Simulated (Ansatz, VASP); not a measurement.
## Pt in VASP and in Ansatz

```
Pt
1.0
     0.00000    1.89331    1.89331
     1.89331    0.00000    1.89331
     1.89331    1.89331    0.00000
Pt
1
Direct
  0.00000 0.00000 0.00000
```

Alike in both runs: task single point; functional LDA; k mesh 23 × 23 × 23; occupations fermi-dirac, width 0.05 eV; collinear spin.

|  | VASP | Ansatz |
| --- | --- | --- |
| version | VASP 6.6.1 | Ansatz 0.2.0 |
| potentials or method | VASP PAW LDA potentials, release 64 (Pt), cutoff 520 eV | plane waves (420 eV) with PAW, scalar-relativistic |
| valence electrons in the cell | 10 | 18 |

```csv
,VASP,Ansatz,Ansatz less VASP
net moment per atom (μB),0.00,0.00,-0.001
```

Ansatz warns that its potentials were made for another functional, while VASP's fit it. LDA's correlation is that of Perdew and Zunger in VASP and of Perdew and Wang (1992) in Ansatz. VASP's potentials hold 10 valence electrons a cell and Ansatz's 18, so a difference there can come from the potentials and not from the codes. Ansatz's warnings: seeded moment not kept.

Neither program's run includes spin-orbit coupling.
